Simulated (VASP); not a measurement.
# EuBi (F-43m) in VASP: single point with PBEsol

Aim: the single point of EuBi with PBEsol.

All numbers are computed with VASP 6.6.1; they aren't measurements. Logs are shortened: lines on timing, memory, paths and dates and some standing lists are left out, and cuts for length are marked.

### Step 1. The cell of the first run

The structure is cubic, space group F-43m (No. 216). The conventional cell has a = 6.940 Å, b = 6.940 Å, c = 6.940 Å, α = 90.00°, β = 90.00°, γ = 90.00°. Eu (site symmetry -43m) has 4 Bi at 3.01 Å within 4.0 Å. Bi (site symmetry -43m) has 4 Eu at 3.01 Å within 4.0 Å.

### Step 2. Single point, PBEsol, collinear spin, ferromagnetic start

Input file INCAR:

```
SYSTEM = EuBi
PREC     = Accurate       ! precision mode
ENCUT    = 520            ! plane-wave cutoff, eV
EDIFF    = 1E-6           ! SCF threshold, eV
ISMEAR   = 0              ! smearing method
SIGMA    = 0.05           ! smearing width, eV
LREAL    = .False.        ! projectors in reciprocal space
LASPH    = .True.         ! aspherical terms in the spheres
NELM     = 150            ! most SCF steps
ALGO     = Normal         ! electronic algorithm
ISIF     = 2              ! what is computed and relaxed
LWAVE    = .False.        ! write WAVECAR
LCHARG   = .False.        ! write CHGCAR
ISPIN    = 2              ! spin polarisation
MAGMOM   = 6 0            ! initial moments
LORBIT   = 11             ! projections on sites
LMAXMIX  = 6              ! l up to which the mixer works
GGA      = PS             ! functional
NBANDS   = 27             ! bands
```

Input file KPOINTS:

```
regular mesh
0
Gamma
  8 8 8
  0 0 0
```

Input file POSCAR:

```
EuBi
1.0
    0.0000000000      3.4700829639      3.4700829639
    3.4700829639      0.0000000000      3.4700829639
    3.4700829639      3.4700829639      0.0000000000
Eu Bi
1 1
Direct
    0.0000000000      0.0000000000      0.0000000000
    0.2500000000      0.2500000000      0.2500000000
```

Potentials or basis: VASP PAW PBE potentials, release 64 (Eu, Bi_d).

Started as:

```bash
$ cat potpaw_PBE.64/Eu/POTCAR potpaw_PBE.64/Bi_d/POTCAR > POTCAR
$ mpirun -np 1 vasp_std > vasp.out
```

OUTCAR:

```text
SYSTEM = EuBi
   PREC = Accurate
   ENCUT = 520
   EDIFF = 1E-6
   ISMEAR = 0
   LREAL = .False.
   LASPH = .True.
   NELM = 150
   ISIF = 2
   ISPIN = 2
   LORBIT = 11
   GGA = PS

 ion  position               nearest neighbor table
   1  0.000  0.000  0.000-   2 3.01   2 3.01   2 3.01   2 3.01
   2  0.250  0.250  0.250-   1 3.01   1 3.01   1 3.01   1 3.01

  LATTYP: Found a face centered cubic cell.
 ALAT       =     6.9401659278

  Lattice vectors:

 A1 = (   0.0000000000,   3.4700829639,   3.4700829639)
 A2 = (   3.4700829639,   0.0000000000,   3.4700829639)
 A3 = (   3.4700829639,   3.4700829639,   0.0000000000)

Analysis of symmetry for initial positions (statically):
=====================================================================
 Subroutine PRICEL returns:
 Original cell was already a primitive cell.

 Routine SETGRP: Setting up the symmetry group for a
 face centered cubic supercell.

 Subroutine GETGRP returns: Found 24 space group operations
 (whereof 24 operations were pure point group operations)
 out of a pool of 48 trial point group operations.

The static configuration has the point symmetry T_d .

Analysis of symmetry for dynamics (positions and initial velocities):
=====================================================================
 Subroutine PRICEL returns:
 Original cell was already a primitive cell.

 Routine SETGRP: Setting up the symmetry group for a
 face centered cubic supercell.

 Subroutine GETGRP returns: Found 24 space group operations
 (whereof 24 operations were pure point group operations)
 out of a pool of 48 trial point group operations.

The dynamic configuration has the point symmetry T_d .

Analysis of structural, dynamic, and magnetic symmetry:
=====================================================================
 Subroutine PRICEL returns:
 Original cell was already a primitive cell.

 Routine SETGRP: Setting up the symmetry group for a
 face centered cubic supercell.

 Subroutine GETGRP returns: Found 24 space group operations
 (whereof 24 operations were pure point group operations)
 out of a pool of 48 trial point group operations.

The overall configuration has the point symmetry T_d .

 Subroutine INISYM returns: Found 24 space group operations
 (whereof 24 operations are pure point group operations),
 and found     1 'primitive' translations

----------------------------------------------------------------------------------------

                                     Primitive cell

  volume of cell :      83.5698

  direct lattice vectors                    reciprocal lattice vectors
     0.000000000  3.470082964  3.470082964    -0.144088774  0.144088774  0.144088774
     3.470082964  0.000000000  3.470082964     0.144088774 -0.144088774  0.144088774
     3.470082964  3.470082964  0.000000000     0.144088774  0.144088774 -0.144088774

  length of vectors
     4.907438390  4.907438390  4.907438390     0.249569077  0.249569077  0.249569077

  position of ions in fractional coordinates (direct lattice)
     0.000000000  0.000000000  0.000000000
     0.250000000  0.250000000  0.250000000

  ion indices of the primitive-cell ions
   primitive index   ion index
                 1           1
                 2           2

----------------------------------------------------------------------------------------

 KPOINTS: regular mesh

Automatic generation of k-mesh.
 Grid dimensions read from file:
 generate k-points for:    8    8    8

 Generating k-lattice:

  Cartesian coordinates                     Fractional coordinates (reciprocal lattice)
    -0.018011097  0.018011097  0.018011097     0.125000000  0.000000000  0.000000000
     0.018011097 -0.018011097  0.018011097     0.000000000  0.125000000  0.000000000
     0.018011097  0.018011097 -0.018011097     0.000000000  0.000000000  0.125000000

  Length of vectors
     0.031196135  0.031196135  0.031196135

  Shift w.r.t. Gamma in fractional coordinates (k-lattice)
     0.000000000  0.000000000  0.000000000

 Subroutine IBZKPT returns following result:
 ===========================================

 Found     29 irreducible k-points:

 Following reciprocal coordinates:
            Coordinates               Weight
  0.000000  0.000000  0.000000      1.000000
  0.125000  0.000000  0.000000      8.000000
  0.250000  0.000000  0.000000      8.000000
  0.375000  0.000000  0.000000      8.000000
  0.500000  0.000000  0.000000      4.000000
  0.125000  0.125000  0.000000      6.000000
[... 16 lines left out ...]
  0.500000  0.250000  0.125000     48.000000
 -0.375000  0.250000  0.125000     24.000000
 [... further k-points ...]
   k-points           NKPTS =     29   k-points in BZ     NKDIM =     29   number of bands    NBANDS=     27
   number of dos      NEDOS =    301   number of ions     NIONS =      2
   total plane-waves  NPLWV =  46656
   dimension x,y,z NGX =    36 NGY =   36 NGZ =   36
   dimension x,y,z NGXF=    72 NGYF=   72 NGZF=   72
   ions per type =               1   1
   NGX,Y,Z   is equivalent  to a cutoff of  12.20, 12.20, 12.20 a.u.
   NGXF,Y,Z  is equivalent  to a cutoff of  24.39, 24.39, 24.39 a.u.
 SYSTEM =  EuBi
   PREC   = accura    normal or accurate (medium, high low for compatibility)
   ISTART =      0    job   : 0-new  1-cont  2-samecut
   ICHARG =      2    charge: 1-file 2-atom 10-const
   ISPIN  =      2    spin polarized calculation?
   LNONCOLLINEAR =      F non collinear calculations
   LSORBIT =      F    spin-orbit coupling
   LASPH  =      T    aspherical Exc in radial PAW
   ENCUT  =  520.0 eV  38.22 Ry    6.18 a.u.   9.12  9.12  9.12*2*pi/ulx,y,z
   NELM   =    150;   NELMIN=  2; NELMDL= -5     # of ELM steps
   EDIFF  = 0.1E-05   stopping-criterion for ELM
   LREAL  =      F    real-space projection
   EDIFFG = 0.1E-04   stopping-criterion for IOM
   NSW    =      0    number of steps for IOM
   IBRION =     -1    ionic relax: 0-MD 1-quasi-New 2-CG
   NFREE  =      0    steps in history (QN), initial steepest desc. (CG)
   ISIF   =      2    stress and relaxation
   ISYM   =      2    0-nonsym 1-usesym 2-fastsym
   POTIM  = 0.5000    time-step for ionic-motion
   TEBEG  =    0.0;   TEEND  =   0.0 temperature during run
   PSTRESS=    0.0 pullay stress
   NELECT =      32.0000    total number of electrons
   NUPDOWN=      -1.0000    fix difference up-down
   EMIN   =  10.00;   EMAX   =-10.00  energy-range for DOS
   EFERMI =   0.00;   METHOD = LEGACY
   ISMEAR =     0;   SIGMA  =   0.05  broadening in eV -4-tet -1-fermi 0-gaus
   EFERMI_NEDOS =   21; number of points for ismear=-14 and -15
   IALGO  =     38    algorithm
   IMIX   =      4    mixing-type and parameters
     AMIX     =   0.40;   BMIX     =  1.00
     AMIX_MAG =   1.60;   BMIX_MAG =  1.00
  volume/ion in A,a.u.               =      41.78       281.98
  Fermi-wavevector in a.u.,A,eV,Ry     =   1.188799  2.246504 19.228328  1.413242
  Thomas-Fermi vector in A             =   2.324920
   LORBIT       =     11    0 simple, 1 ext, 2 COOP (PROOUT), +10 PAW based schemes
   GGA     = PS    functional components
   LHFCALC =     F    Hartree Fock is set to
   AEXX    =    0.0000 exact exchange contribution
   IVDW    =     0    specifies the selected vdW correction
   LEPSILON=     F    determine dielectric tensor
   LRPA    =     F    only Hartree local field effects (RPA)
 spin polarized calculation
 Gauss-broadening in eV      SIGMA  =   0.05
  energy-cutoff  :      520.00
  volume of cell :       83.57
 maximum number of plane-waves:      2272
   NGX = 19   NGY = 19   NGZ = 19

 number of electron      31.9999993 magnetization       6.0932727

 Free energy of the ion-electron system (eV)
  ---------------------------------------------------
  ext. energy  EPLUGINS =         0.00000000
  ---------------------------------------------------
  free energy    TOTEN  =       -16.14405818 eV

  energy without entropy =      -16.13747328  energy(sigma->0) =      -16.14076573

 E-fermi :   2.1692     XC(G=0):  -8.6737

 val. band max:        2.1582156691   @ k =  -0.2500   0.5000   0.2500
 cond. band min:       2.1726102013   @ k =   0.3750   0.1250   0.0000
 fundamental gap:      0.0143945322
 Fermi energy:         2.1691812841

 spin component 1

 k-point     1 :       0.0000    0.0000    0.0000
  band No.  band energies     occupation
      1     -38.9583      1.00000
      2     -19.1241      1.00000
      3     -19.1241      1.00000
      4     -19.1241      1.00000
      5     -18.9686      1.00000
      6     -18.9686      1.00000
[... 19 lines left out ...]
     26       8.8814      0.00000
     27      10.3116      0.00000

 k-point     2 :       0.1250    0.0000    0.0000
  band No.  band energies     occupation
      1     -38.9581      1.00000
      2     -19.1202      1.00000
      3     -19.1202      1.00000
      4     -19.1090      1.00000
      5     -18.9687      1.00000
      6     -18.9687      1.00000
[... 19 lines left out ...]
     26       9.0271      0.00000
     27       9.3766      0.00000

 k-point     3 :       0.2500    0.0000    0.0000
  band No.  band energies     occupation
      1     -38.9576      1.00000
      2     -19.1109      1.00000
      3     -19.1109      1.00000
      4     -19.0702      1.00000
      5     -18.9689      1.00000
      6     -18.9689      1.00000
[... 594 lines left out ...]
      1     -38.9568      1.00000
      2     -19.0920      1.00000
      3     -19.0836      1.00000
      4     -19.0204      1.00000
      5     -18.9716      1.00000
      6     -18.9682      1.00000
[... 19 lines left out ...]
     26       7.9622      0.00000
     27       9.6605      0.00000

 k-point    24 :      -0.3750    0.2500    0.1250
  band No.  band energies     occupation
      1     -38.9567      1.00000
      2     -19.0868      1.00000
      3     -19.0816      1.00000
      4     -19.0054      1.00000
      5     -18.9711      1.00000
      6     -18.9690      1.00000
[... 19 lines left out ...]
     26       7.8406      0.00000
     27      10.8271      0.00000

 [... further k-points ...]

 spin component 2

 k-point     1 :       0.0000    0.0000    0.0000
  band No.  band energies     occupation
      1     -36.0257      1.00000
      2     -19.1149      1.00000
      3     -19.1149      1.00000
      4     -19.1149      1.00000
      5     -19.0272      1.00000
      6     -19.0272      1.00000
[... 19 lines left out ...]
     26       9.2466      0.00000
     27      10.8186      0.00000

 k-point     2 :       0.1250    0.0000    0.0000
  band No.  band energies     occupation
      1     -36.0254      1.00000
      2     -19.1129      1.00000
      3     -19.1129      1.00000
      4     -19.1074      1.00000
      5     -19.0272      1.00000
      6     -19.0272      1.00000
[... 19 lines left out ...]
     26       9.5063      0.00000
     27       9.7607      0.00000

 k-point     3 :       0.2500    0.0000    0.0000
  band No.  band energies     occupation
      1     -36.0246      1.00000
      2     -19.1082      1.00000
      3     -19.1082      1.00000
      4     -19.0887      1.00000
      5     -19.0273      1.00000
      6     -19.0273      1.00000
[... 594 lines left out ...]
      1     -36.0235      1.00000
      2     -19.0990      1.00000
      3     -19.0956      1.00000
      4     -19.0655      1.00000
      5     -19.0290      1.00000
      6     -19.0264      1.00000
[... 19 lines left out ...]
     26       8.4663      0.00000
     27       9.9654      0.00000

 k-point    24 :      -0.3750    0.2500    0.1250
  band No.  band energies     occupation
      1     -36.0232      1.00000
      2     -19.0965      1.00000
      3     -19.0946      1.00000
      4     -19.0590      1.00000
      5     -19.0286      1.00000
      6     -19.0268      1.00000
[... 19 lines left out ...]
     26       8.2667      0.00000
     27      11.1133      0.00000

 [... further k-points ...]
[... 5 lines left out ...]
  --------------------------------------------------------------------------------------
  -------------------------------------------------------------------------------------
  Total        2.0619726      2.0619726      2.0619726      0.0000000      0.0000000      0.0000000
  in kB       39.5315553     39.5315553     39.5315553      0.0000000      0.0000000      0.0000000
  external PRESSURE =      39.5315553 kB  Pullay stress =       0.0000000 kB

 VOLUME and BASIS-vectors are now :
 -----------------------------------------------------------------------------
  energy-cutoff  :      520.00
  volume of cell :       83.57
      direct lattice vectors                 reciprocal lattice vectors
     0.000000000  3.470082964  3.470082964    -0.144088774  0.144088774  0.144088774
     3.470082964  0.000000000  3.470082964     0.144088774 -0.144088774  0.144088774
     3.470082964  3.470082964  0.000000000     0.144088774  0.144088774 -0.144088774

 POSITION                                       TOTAL-FORCE (eV/Angst)
 -----------------------------------------------------------------------------------
      0.00000      0.00000      0.00000         0.000000      0.000000      0.000000
      1.73504      1.73504      1.73504        -0.000000     -0.000000     -0.000000
 -----------------------------------------------------------------------------------
    total drift:                                0.000000      0.000000      0.000000

  FREE ENERGIE OF THE ION-ELECTRON SYSTEM (eV)
  ---------------------------------------------------
  free  energy   TOTEN  =       -16.1440581782 eV

  energy  without entropy=      -16.1374732826  energy(sigma->0) =      -16.14076573

 total charge

# of ion       s       p       d       f       tot
--------------------------------------------------
    1        2.060   5.696   0.434   6.503  14.693
    2        1.449   1.754   9.875   0.000  13.077
--------------------------------------------------
tot          3.508   7.450  10.309   6.503  27.770

 magnetization (x)

# of ion       s       p       d       f       tot
--------------------------------------------------
    1       -0.004  -0.115   0.024   6.458   6.363
    2       -0.007  -0.259   0.003   0.000  -0.263
--------------------------------------------------
tot         -0.012  -0.374   0.027   6.458   6.100
```

It took 2.5 min on 1 thread of Intel Xeon Platinum 8488C (Sapphire Rapids), shared host; peak memory 0.31 GiB.

What came out:

| Item | Value |
| --- | --- |
| Free energy | -16.1441 eV |
| Pressure | 4.0 GPa |
| Net moment | 6.09 μB per cell |
| Site moments | Eu +6.36; Bi -0.26 μB |
| Valence electrons inside the program's atomic spheres | Eu 14.69; Bi 13.08 |

Levels at points of the mesh, in eV from the Fermi level:
Spin up:
```
           k point  band 15  band 16  band 17  band 18  band 19  band 20  band 21  band 22  band 23  band 24
(0.00, 0.00, 0.00)    -0.31    -0.31    -0.31    -0.15    -0.15    -0.15     2.09     3.10     3.10     6.71
(0.50, 0.00, 0.00)    -0.35    -0.33    -0.33    -0.30    -0.02    -0.02     3.09     3.38     3.38     4.31
(0.50, 0.50, 0.00)    -0.34    -0.33    -0.33    -0.33     0.37     0.37     1.42     3.02     3.69     3.98
```
Spin down:
```
           k point  band 11  band 12  band 13  band 14  band 15  band 16
(0.00, 0.00, 0.00)    -0.65    -0.65    -0.65     1.89     3.69     3.69
(0.50, 0.00, 0.00)    -1.75    -0.37    -0.37     3.40     3.63     3.76
(0.50, 0.50, 0.00)    -2.08     0.05     0.05     1.72     3.33     4.12
```

Caveat: the PAW data sets were made with another functional, which shifts forces and pressure a little; spin-orbit coupling is left out, which moves the levels of the heavy elements; without U or exact exchange the open f shell lies at the Fermi level, which spoils levels, moments and volumes. The state reached can hang on the start; a lower one may exist.
